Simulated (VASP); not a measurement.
**Tl: single point with PBE**

Tl:

```xyz
3
Lattice="1.7738 1.0241 8.7012 -1.7738 1.0241 8.7012 0.0000 -2.0482 8.7012" Properties=species:S:1:pos:R:3 pbc="T T T"
Tl    0.0000    0.0000    0.0000
Tl    0.0000    0.0000    5.9613
Tl    0.0000    0.0000   20.1423
```

This cell differs from its parent crystal: strained.

* Program: VASP 6.6.1
* Task: single point
* Functional: PBE
* Potentials or basis: VASP PAW PBE potentials, release 64 (Tl_d)
* Cutoff: 520 eV
* k mesh: 15 × 15 × 15
* Occupations: gaussian, width 0.1 eV
* Spin: no spin polarisation
* Dipole correction: no
* Further INCAR settings: ALGO = Normal; EDIFF = 1e-06; NBANDS = 26

The pressure is 0.1 GPa and the largest force is 0.375 eV/Å.

Forces on the atoms (eV/Å):
```
Tl   0.000  0.000  0.000
Tl   0.000  0.000 -0.375
Tl   0.000  0.000  0.375
```

Stress tensor (GPa, compression positive):
```
-0.06  0.00  0.00
 0.00 -0.06  0.00
 0.00  0.00  0.34
```

Levels at points of the mesh, in eV from the Fermi level:
```tsv
k point	band 17	band 18	band 19	band 20	band 21	band 22
(0.00, 0.00, 0.00)	-7.57	-6.80	0.18	0.68	7.72	7.72
```

It took 45 min on 1 thread of Intel(R) Xeon(R) Platinum 8488C (Sapphire Rapids), on a shared host, peak memory 1.1 GiB.

Caveat: the cell differs from its parent crystal (strained); spin-orbit coupling is left out, which moves the levels of the heavy elements.
